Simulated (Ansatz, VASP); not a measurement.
One calculation of BN, two programs

The input POSCAR:

```
BN
1.0
    0.0226625125      1.8130010000      1.8130010000
    1.8356635125      0.0000000000      1.8356635125
    1.8130010000      1.8130010000      0.0226625125
B N
1 1
Direct
    0.0000000000      0.0000000000      0.0000000000
    0.7500000000      0.7500000000      0.7500000000
```

Contents of INCAR.step1:

```
SYSTEM = BN
PREC = Accurate ; ENCUT = 520
ISMEAR = 0 ; SIGMA = 0.05
LREAL = .False. ; LASPH = .True.
NELM = 60 ; NBANDS = 11
GGA = PE ; ALGO = Normal
EDIFF = 1E-4 ; LWAVE = .True.
LCHARG = .False.
```

File INCAR.step2:

```
SYSTEM = BN
PREC = Accurate ; ENCUT = 520
EDIFF = 1E-6 ; ISMEAR = 0
SIGMA = 0.05 ; LREAL = .False.
LASPH = .True. ; NELM = 60
ALGO = Normal ; ISIF = 2
LWAVE = .False. ; LCHARG = .False.
METAGGA = R2SCAN ; LMIXTAU = .True.
NBANDS = 11 ; ISTART = 1
```

File KPOINTS:

```
regular mesh
0
Gamma
  12 12 12
  0 0 0
```

Input for Ansatz:

```yaml
crystal:
  lattice:
    - [0.0226625125, 1.813001, 1.813001]
    - [1.8356635125, 0.0, 1.8356635125]
    - [1.813001, 1.813001, 0.0226625125]
  atoms:
    - { symbol: B, position: [0.0, 0.0, 0.0] }
    - { symbol: "N", position: [0.75, 0.75, 0.75] }
basis:
  ecutwfc: 500
kpoints:
  mp_grid: { grid: [12, 12, 12] }
hamiltonian:
  xc: r2scan
scf:
  occupations: { method: gaussian, width: 0.05 }
output:
  forces: true
  stress: true
  eigenvalues: true
```

Change from the starting cell: strain +0.0250 x Voigt [0, 0, 0, 0, 1, 0], atoms carried along.

Alike in both runs: task single point; functional r2SCAN; k mesh 12 × 12 × 12; occupations gaussian, width 0.05 eV; no spin polarisation.

|  | VASP | Ansatz |
| --- | --- | --- |
| version | VASP 6.6.1 | Ansatz 0.2.0 |
| potentials or method | VASP PAW PBE potentials, release 64 (B, N), cutoff 520 eV | scalar-relativistic, plane waves, PAW |
| valence electrons in the cell | 8 | 8 |

|  | VASP | Ansatz | Ansatz less VASP |
| --- | --- | --- | --- |
| gap on the k mesh at the Fermi level (eV) | 4.87 | 4.89 | +0.020 |
| least direct gap on the mesh (eV) | 9.10 | 9.13 | +0.036 |
| pressure (GPa) | -3.8 | -4.9 | -1.07 |
| traceless stress, the component that is largest in VASP (GPa) | -11.37 | -11.30 | +0.073 |
| rms of the force components (eV/Å) | 0.006 | 0.002 | -0.0033 |

VASP's potentials were made for PBE, not for r2SCAN. Atom by atom the forces differ by 0.003 eV/Å (rms over components).
